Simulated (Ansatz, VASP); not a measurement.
# One calculation of V, two programs

```
V
1.0
     2.59391    0.00000    0.00000
    -1.29695    2.24639    0.00000
     0.00000    0.00000    9.08500
V
4
Direct
  0.00000 0.00000 0.00000
  0.33333 0.66667 0.25000
  0.00000 0.00000 0.50000
  0.66667 0.33333 0.75000
```

Alike in both runs: functional PBE; dispersion D3(BJ); k mesh 18 × 18 × 6; occupations gaussian, width 0.1 eV; no spin polarisation.

Ansatz relaxed the structure, and its values are those at the end. VASP's run is a single point on that final structure, the one shown.

|  | VASP | Ansatz |
| --- | --- | --- |
| version | VASP 6.6.1 | Ansatz 0.2.0 |
| potentials or method | VASP PAW PBE potentials, release 64 (V_sv), cutoff 520 eV | scalar-relativistic, plane waves, PAW |
| valence electrons in the cell | 52 | 52 |

```csv
,VASP,Ansatz,Ansatz less VASP
gap on the k mesh at the Fermi level (eV),none,none,-
pressure (GPa),0.3,0.0,-0.26
```

A gap of «none» marks a metal or a gap that the smearing closes.
